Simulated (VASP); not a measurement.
A run of VASP 6.6.1 is set up as follows.

File INCAR:

```
PREC = Accurate ; ENCUT = 520
EDIFF = 1E-7 ; ISMEAR = 0
SIGMA = 0.02 ; LREAL = False
LASPH = True ; NELM = 80
ALGO = Normal ; ISIF = 2
LWAVE = False ; LCHARG = False
GGA = PE ; NBANDS = 21
```

KPOINTS

```
Automatic mesh
0
Gamma
  10 10 6
```

POSCAR

```
Si3Ge
1.0
    3.9123760274      0.0000000000      0.0000000000
    0.0000000000      3.9123760274      0.0000000000
    0.0000000000      0.0000000000      5.5320641142
Si Ge
3 1
Direct
    0.0000000000      0.0000000000      0.0000000000
    0.5000000000      0.0000000000      0.7558713853
    0.0000000000      0.5000000000      0.2441286147
    0.5000000000      0.5000000000      0.5000000000
```

Potentials or basis: VASP PAW PBE potentials, release 64 (Si, Ge_d).

The run is started by

```bash
$ cat potpaw_PBE.64/Si/POTCAR potpaw_PBE.64/Ge_d/POTCAR > POTCAR
$ mpirun -np 1 vasp_std > vasp.out
```

Question: Predict the pressure.

Answer: -0.1 GPa.

Question: Estimate the band gap on the k mesh.

Answer: 0.38 eV, indirect (least direct gap 0.68 eV).

A k mesh can miss the band edges.
